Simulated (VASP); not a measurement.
Write the native input for VASP 6.6.1 that does the following.

- Task: single point
- Functional: PBEsol
- Potentials or basis: VASP PAW PBE potentials, release 64 (Br, S, Ca_sv)
- Cutoff: 520 eV
- k mesh: 1 × 1 × 1, shifted
- Occupations: fermi-dirac, width 0.05 eV
- Spin: collinear spin
- Starting moments: [0.091, 0.091, 0.091, 0.091, 0.091, 0.091, 0.0, 0.0, 0.091, 0.091, 0.091, 0.091, 0.091, 0.0, 0.0] μB
- Dipole correction: no
- Further INCAR settings: LREAL = Auto; ALGO = Normal; EDIFF = 1e-06; NBANDS = 76; ISYM = 0

The structure of Ca7S7Br (a cell with a defect) lies in POSCAR:

```
Ca7S7Br
1.0
    0.0000000000      5.6332190000      5.6332190000
    5.6332190000      0.0000000000      5.6332190000
    5.6332190000      5.6332190000      0.0000000000
Br S Ca
1 7 7
Direct
    0.7550450000      0.2482500000      0.2480370000
    0.2496580000      0.7470470000      0.7523790000
    0.2459220000      0.7577720000      0.2440160000
    0.7504610000      0.2497920000      0.7436230000
    0.2482700000      0.2518840000      0.7472410000
    0.7541920000      0.7457980000      0.2499860000
    0.2488050000      0.2456670000      0.2514510000
    0.7544050000      0.7455440000      0.7487530000
    0.5043370000      0.5010130000      0.5030690000
    0.0024620000      0.9989250000      0.5003570000
    0.4986560000      0.5018830000      0.9979380000
    0.0003900000      0.4995740000      0.0009040000
    0.5038230000      0.0054440000      0.4988950000
    0.4982910000      0.0011310000      0.9951050000
    0.0020800000      0.5055380000      0.4946370000
```

One way to write it, as run:

INCAR

```
SYSTEM = Ca7S7Br
PREC = Accurate
ENCUT = 520
EDIFF = 1E-6
ISMEAR = -1
SIGMA = 0.05
LREAL = Auto
LASPH = .True.
NELM = 150
ALGO = Normal
ISIF = 2
LWAVE = .False.
LCHARG = .False.
ISPIN = 2
MAGMOM = 0.091 0.091 0.091 0.091 0.091 0.091 0 0 0.091 0.091 0.091 0.091 0.091 0 0
LORBIT = 11
GGA = PS
NBANDS = 76
ISYM = 0
```

KPOINTS

```
Automatic mesh
0
Gamma
  1 1 1
  0.25 0.25 0.25
```

Potentials or basis: VASP PAW PBE potentials, release 64 (Br, S, Ca_sv).

Run with:

```bash
$ cat potpaw_PBE.64/Br/POTCAR potpaw_PBE.64/S/POTCAR potpaw_PBE.64/Ca_sv/POTCAR > POTCAR
$ mpirun -np 1 vasp_std > vasp.out
```

Results of the run:

| Property | Result |
| --- | --- |
| Pressure | 1.4 GPa |
| Largest force | 1.286 eV/Å |
| Band gap on the k mesh | 0.05 eV |
| Net moment | 0.79 μB per cell |
| Site moments | Br +0.01; S +0.09, +0.10, +0.08, +0.01 (each value once); Ca +0.00, -0.00 (each value once) μB |
| Valence electrons inside the program's atomic spheres | Br 4.97; S 3.74, 3.75, 3.78, 3.79 (each value once); Ca 8.18, 8.16, 8.15 (each value once) |

Caveat: a moment this small can come from the mesh or the smearing; the PAW data sets were made with another functional, which shifts forces and pressure a little.

Wall time 13 min on 1 thread of Intel Xeon 8259CL (shared host), peak memory 0.72 GiB.
